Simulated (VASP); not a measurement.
Crystal: CoO.

```
Co O
1.0
     0.00000    2.13150    2.13150
     2.13150    0.00000    2.13150
     2.13150    2.13150    0.00000
Co O
1 1
Direct
  0.00000 0.00000 0.00000
  0.50000 0.50000 0.50000
```

```yaml
Program: VASP 6.6.1
Task: relaxation of cell and atoms
Functional: r2SCAN
Dispersion: D4
Potentials_or_basis: VASP PAW PBE potentials, release 64 (Co, O)
Cutoff: 600 eV
k_mesh: 11 × 11 × 11
Occupations: fermi-dirac, width 0.05 eV
Spin: collinear spin, ferromagnetic start
Starting_moments: "[2.0, 0.0] μB"
```

At the start: pressure -8.7 GPa; volume 9.68 Å³/atom.

Problem. How do energy, volume and symmetry change on relaxing?

Solution. Over 3 steps the energy falls by 11.9 meV/atom and the volume is 9.27 Å³/atom (-4.3 %); space group Fm-3m (No. 225, to 0.05 Å); moment 3.00 μB per cell.

The path:
```
step  energy change (eV)  largest force (eV/Å)  pressure (GPa)  volume (Å³)
   1              0.0000                0.0000           -8.70        19.37
   2             -0.0093                0.0000            7.80        17.93
   3             -0.0237                0.0000           -0.01        18.54
```

Final structure:
```xyz
2
Lattice="0.0000 2.1006 2.1006 2.1006 0.0000 2.1006 2.1006 2.1006 0.0000" Properties=species:S:1:pos:R:3 pbc="T T T"
Co    0.0000    0.0000    0.0000
O     2.1006    2.1006    2.1006
```

Caveat: the PAW data sets were made with another functional, which shifts forces and pressure a little; a cell with one magnetic atom can't hold antiferromagnetic order, which such compounds often take; pairwise dispersion overbinds metals, which lowers pressure and volume.
